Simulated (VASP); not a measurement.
# Sb (Pm-3m) in VASP: relaxation of cell and atoms with r2SCAN

Aim: the relaxation of cell and atoms of Sb with r2SCAN.

Program: VASP 6.6.1. These are calculated values, not measurements. Logs are shortened: lines on timing, memory, paths and dates and some standing lists are left out, and cuts for length are marked.

## 1. The cell of the first run

The structure is cubic, space group Pm-3m (No. 221). The conventional cell has a = 3.210 Å, b = 3.210 Å, c = 3.210 Å, α = 90.00°, β = 90.00°, γ = 90.00°. Sb (site symmetry m-3m) has 6 Sb at 3.21 Å within 4.2 Å.

This isn't the form of Sb at room conditions, which is rhombohedral.

## 2. Relaxation of cell and atoms, r2SCAN

Contents of POSCAR:

```
Sb
1.0
    3.2100000000      0.0000000000      0.0000000000
    0.0000000000      3.2100000000      0.0000000000
    0.0000000000      0.0000000000      3.2100000000
Sb
1
Direct
    0.0000000000      0.0000000000      0.0000000000
```

Contents of INCAR.step1:

```
SYSTEM = Sb
ALGO     = Normal         ! electronic algorithm
EDIFF    = 1E-4           ! SCF threshold, eV
ENCUT    = 600            ! plane-wave cutoff, eV
GGA      = PE             ! functional
ISMEAR   = -1             ! smearing method
LASPH    = .TRUE.         ! aspherical terms in the spheres
LCHARG   = .FALSE.        ! write CHGCAR
LREAL    = .FALSE.        ! projectors in reciprocal space
LWAVE    = .TRUE.         ! write WAVECAR
NELM     = 100            ! most SCF steps
PREC     = Accurate       ! precision mode
SIGMA    = 0.1            ! smearing width, eV
```

Contents of INCAR.step2:

```
SYSTEM = Sb
ALGO     = Normal         ! electronic algorithm
EDIFF    = 1E-6           ! SCF threshold, eV
EDIFFG   = -0.01          ! ionic threshold
ENCUT    = 600            ! plane-wave cutoff, eV
IBRION   = 2              ! ionic algorithm
ISIF     = 3              ! what is computed and relaxed
ISMEAR   = -1             ! smearing method
ISTART   = 1            
LASPH    = .TRUE.         ! aspherical terms in the spheres
LCHARG   = .FALSE.        ! write CHGCAR
LMIXTAU  = .TRUE.       
LREAL    = .FALSE.        ! projectors in reciprocal space
LWAVE    = .FALSE.        ! write WAVECAR
METAGGA  = R2SCAN         ! meta-GGA
NELM     = 100            ! most SCF steps
NSW      = 80             ! ionic steps
PREC     = Accurate       ! precision mode
SIGMA    = 0.1            ! smearing width, eV
```

Contents of KPOINTS:

```
k-points
0
G
  7 7 7
  0 0 0
```

Potentials or basis: VASP PAW PBE potentials, release 64 (Sb).

Launch:

```
cat potpaw_PBE.64/Sb/POTCAR > POTCAR
cp INCAR.step1 INCAR
mpirun -np 1 vasp_std > vasp.out
cp INCAR.step2 INCAR
mpirun -np 1 vasp_std > vasp.out
```

OUTCAR:

```text
SYSTEM = Sb
   EDIFF = 1E-6
   EDIFFG = -0.01
   ENCUT = 600
   IBRION = 2
   ISIF = 3
   ISMEAR = -1
   ISTART = 1
   LASPH = .TRUE.
   LREAL = .FALSE.
   METAGGA = R2SCAN
   NELM = 100
   NSW = 80
   PREC = Accurate

 ion  position               nearest neighbor table
   1  0.000  0.000  0.000-

  LATTYP: Found a simple cubic cell.
 ALAT       =     3.2100000000

  Lattice vectors:

 A1 = (   3.2100000000,   0.0000000000,   0.0000000000)
 A2 = (   0.0000000000,   3.2100000000,   0.0000000000)
 A3 = (   0.0000000000,   0.0000000000,   3.2100000000)

Analysis of symmetry for initial positions (statically):
=====================================================================
 Subroutine PRICEL returns:
 Original cell was already a primitive cell.

 Routine SETGRP: Setting up the symmetry group for a
 simple cubic supercell.

 Subroutine GETGRP returns: Found 48 space group operations
 (whereof 48 operations were pure point group operations)
 out of a pool of 48 trial point group operations.

The static configuration has the point symmetry O_h .

Analysis of symmetry for dynamics (positions and initial velocities):
=====================================================================
 Subroutine PRICEL returns:
 Original cell was already a primitive cell.

 Routine SETGRP: Setting up the symmetry group for a
 simple cubic supercell.

 Subroutine GETGRP returns: Found 48 space group operations
 (whereof 48 operations were pure point group operations)
 out of a pool of 48 trial point group operations.

The dynamic configuration has the point symmetry O_h .

 Subroutine INISYM returns: Found 48 space group operations
 (whereof 48 operations are pure point group operations),
 and found     1 'primitive' translations

----------------------------------------------------------------------------------------

                                     Primitive cell

  volume of cell :      33.0762

  direct lattice vectors                    reciprocal lattice vectors
     3.210000000  0.000000000  0.000000000     0.311526480  0.000000000  0.000000000
     0.000000000  3.210000000  0.000000000     0.000000000  0.311526480  0.000000000
     0.000000000  0.000000000  3.210000000     0.000000000  0.000000000  0.311526480

  length of vectors
     3.210000000  3.210000000  3.210000000     0.311526480  0.311526480  0.311526480

  position of ions in fractional coordinates (direct lattice)
     0.000000000  0.000000000  0.000000000

  ion indices of the primitive-cell ions
   primitive index   ion index
                 1           1

----------------------------------------------------------------------------------------

 KPOINTS: k-points

[... 49 lines left out ...]
   ions per type =               1
   NGX,Y,Z   is equivalent  to a cutoff of  14.50, 14.50, 14.50 a.u.
   NGXF,Y,Z  is equivalent  to a cutoff of  29.00, 29.00, 29.00 a.u.
 SYSTEM =  Sb
   PREC   = accura    normal or accurate (medium, high low for compatibility)
   ISTART =      1    job   : 0-new  1-cont  2-samecut
   ICHARG =      0    charge: 1-file 2-atom 10-const
   ISPIN  =      1    spin polarized calculation?
   LNONCOLLINEAR =      F non collinear calculations
   LSORBIT =      F    spin-orbit coupling
   LASPH  =      T    aspherical Exc in radial PAW
   ENCUT  =  600.0 eV  44.10 Ry    6.64 a.u.   6.41  6.41  6.41*2*pi/ulx,y,z
   NELM   =    100;   NELMIN=  2; NELMDL=  0     # of ELM steps
   EDIFF  = 0.1E-05   stopping-criterion for ELM
   LREAL  =      F    real-space projection
   EDIFFG = -.1E-01   stopping-criterion for IOM
   NSW    =     80    number of steps for IOM
   IBRION =      2    ionic relax: 0-MD 1-quasi-New 2-CG
   NFREE  =      1    steps in history (QN), initial steepest desc. (CG)
   ISIF   =      3    stress and relaxation
   ISYM   =      2    0-nonsym 1-usesym 2-fastsym
   POTIM  = 0.5000    time-step for ionic-motion
   TEBEG  =    0.0;   TEEND  =   0.0 temperature during run
   PSTRESS=    0.0 pullay stress
   NELECT =       5.0000    total number of electrons
   NUPDOWN=      -1.0000    fix difference up-down
   EMIN   =  10.00;   EMAX   =-10.00  energy-range for DOS
   EFERMI =   0.00;   METHOD = LEGACY
   ISMEAR =    -1;   SIGMA  =   0.10  broadening in eV -4-tet -1-fermi 0-gaus
   EFERMI_NEDOS =   21; number of points for ismear=-14 and -15
   IALGO  =     38    algorithm
   IMIX   =      4    mixing-type and parameters
     AMIX     =   0.40;   BMIX     =  1.00
     AMIX_MAG =   1.60;   BMIX_MAG =  1.00
  volume/ion in A,a.u.               =      33.08       223.21
  Fermi-wavevector in a.u.,A,eV,Ry     =   0.872087  1.648005 10.347716  0.760536
  Thomas-Fermi vector in A             =   1.991287
   LORBIT       =      0    0 simple, 1 ext, 2 COOP (PROOUT), +10 PAW based schemes
   METAGGA = R2SCAN    functional components
   LHFCALC =     F    Hartree Fock is set to
   AEXX    =    0.0000 exact exchange contribution
   IVDW    =     0    specifies the selected vdW correction
   LEPSILON=     F    determine dielectric tensor
   LRPA    =     F    only Hartree local field effects (RPA)
 conjugate gradient relaxation of ions
 non-spin polarized calculation
  energy-cutoff  :      600.00
  volume of cell :       33.08
 maximum number of plane-waves:      1141
 NGX is ok and might be reduce to    28
   NGX = 13   NGY = 13   NGZ = 13

--------------------------------------- Ionic step        1  -------------------------------------------

 number of electron       5.0000000 magnetization

 Free energy of the ion-electron system (eV)
  ---------------------------------------------------
  ext. energy  EPLUGINS =         0.00000000
  ---------------------------------------------------
  free energy    TOTEN  =       -25.60895059 eV

  energy without entropy =      -25.59217799  energy(sigma->0) =      -25.60056429

 E-fermi :   5.6084     XC(G=0):  -9.6534

 val. band max:        5.3121526022   @ k =   0.4286   0.2857   0.1429
 cond. band min:       5.6801613039   @ k =   0.4286   0.2857   0.2857
 fundamental gap:      0.3680087017
 Fermi energy:         5.6084321393

 k-point     1 :       0.0000    0.0000    0.0000
  band No.  band energies     occupation
      1      -6.3921      2.00000
      2       8.9683      0.00000
      3       8.9683      0.00000
      4       8.9683      0.00000
      5      12.9693      0.00000
      6      12.9693      0.00000
[... 238 lines left out ...]
--------------------------------------- Ionic step        3  -------------------------------------------

 number of electron       5.0000000 magnetization

 Free energy of the ion-electron system (eV)
  ---------------------------------------------------
  ext. energy  EPLUGINS =         0.00000000
  ---------------------------------------------------
  free energy    TOTEN  =       -25.67974148 eV

  energy without entropy =      -25.66395272  energy(sigma->0) =      -25.67184710

 E-fermi :   6.9777     XC(G=0): -10.1621

 val. band max:        6.6888596167   @ k =   0.4286   0.2857   0.1429
 cond. band min:       7.0289858387   @ k =   0.4286   0.2857   0.2857
 fundamental gap:      0.3401262220
 Fermi energy:         6.9777205110

 k-point     1 :       0.0000    0.0000    0.0000
  band No.  band energies     occupation
      1      -5.8553      2.00000
      2      10.6922      0.00000
      3      10.6922      0.00000
      4      10.6922      0.00000
      5      14.4742      0.00000
      6      14.4742      0.00000
[... 197 lines left out ...]
  FREE ENERGIE OF THE ION-ELECTRON SYSTEM (eV)
  ---------------------------------------------------
  free  energy   TOTEN  =       -25.6797414751 eV

  energy  without entropy=      -25.6639527171  energy(sigma->0) =      -25.67184710

 reached required accuracy - stopping structural energy minimisation
```

It took 61 s on 1 thread of Intel Xeon 8259CL, shared host; peak memory 0.17 GiB.

Results:

* Free energy: -25.6797 eV
* Relaxed volume: 29.47 Å³/atom
* Relaxed cell: a = 3.089 Å, b = 3.089 Å, c = 3.089 Å, α = 90.00°, β = 90.00°, γ = 90.00°
* Space group after relaxing (to 0.1 Å): Pm-3m (No. 221)
* Energy gained by relaxing: 70.8 meV/atom
* Ionic steps: 3
* Pressure after relaxing: 0.0 GPa
* Band gap on the k mesh: zero (an odd number of electrons rules out a gap without spin polarisation)

The path:
```tsv
step	energy change (eV)	largest force (eV/Å)	pressure (GPa)	volume (Å³)
1	0.0000	0.0000	-5.59	33.08
2	-0.0512	0.0000	4.23	27.85
3	-0.0708	0.0000	-0.02	29.47
```

Final structure:
```yaml
crystal:
  lattice:
    - [3.08874, 0.00000, 0.00000]
    - [0.00000, 3.08874, 0.00000]
    - [0.00000, 0.00000, 3.08874]
  atoms:
    - { symbol: Sb, position: [0.00000, 0.00000, 0.00000] }
```

Caveat: the PAW data sets were made with another functional, which shifts forces and pressure a little; spin-orbit coupling is left out, which moves the levels of the heavy elements.
